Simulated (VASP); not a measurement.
**Al2SiSe: single point with PBE**

Al2SiSe:

```
CELL_PARAMETERS angstrom
4.32389 0.00000 0.00000
-2.16194 3.74460 0.00000
0.00000 0.00000 8.63871
ATOMIC_POSITIONS crystal
Al 0.66667 0.33333 0.08930
Al 0.33333 0.66667 0.91070
Al 0.33333 0.66667 0.58930
Al 0.66667 0.33333 0.41070
Si 0.66667 0.33333 0.75000
Si 0.33333 0.66667 0.25000
Se 0.00000 0.00000 0.50000
Se 0.00000 0.00000 0.00000
```

```
Program             : VASP 6.6.1
Task                : single point
Functional          : PBE
Potentials or basis : VASP PAW PBE potentials, release 64 (Al, Si, Se)
Cutoff              : 520 eV
k mesh              : 6 × 6 × 2
Occupations         : gaussian, width 0.1 eV
Spin                : no spin polarisation
```

```
Pressure               : 4.4 GPa
Largest force          : 1.101 eV/Å
Band gap on the k mesh : zero (band 16 reaches 8.50 eV, above the bottom of band 17 at 6.84 eV)
```

Forces on the atoms (eV/Å):
```
Al   0.000  0.000  1.101
Al   0.000  0.000 -1.101
Al   0.000  0.000  1.101
Al   0.000  0.000 -1.101
Si   0.000  0.000  0.000
Si   0.000  0.000  0.000
Se   0.000  0.000  0.000
Se   0.000  0.000  0.000
```

Stress tensor (GPa, compression positive):
```
 8.00  0.00  0.00
 0.00  8.00  0.00
 0.00  0.00 -2.90
```

Levels at points of the mesh, in eV from the Fermi level:
| k point | band 13 | band 14 | band 15 | band 16 | band 17 | band 18 | band 19 | band 20 |
| --- | --- | --- | --- | --- | --- | --- | --- | --- |
| (0.00, 0.00, 0.00) | -2.12 | -1.84 | -0.64 | -0.37 | -0.37 | -0.30 | -0.30 | 0.19 |
| (0.50, 0.00, 0.00) | -2.22 | -1.76 | -1.24 | -0.58 | 0.40 | 1.11 | 2.64 | 3.67 |
| (0.00, 0.00, 0.50) | -1.67 | -1.67 | -1.63 | -1.63 | -0.56 | -0.56 | 1.68 | 1.68 |
| (0.50, 0.00, 0.50) | -1.26 | -1.26 | -0.81 | -0.81 | 1.06 | 1.06 | 2.38 | 2.38 |

Wall time 65 s on 1 thread of Intel(R) Xeon(R) Platinum 8259CL CPU @ 2.50GHz (Skylake/Cascade Lake) (shared host), peak memory 0.25 GiB.

Caveat: the k points lie up to 0.36 Å⁻¹ apart; forces of over 1 eV/Å act on the atoms, so gaps and moduli don't describe the material at rest.
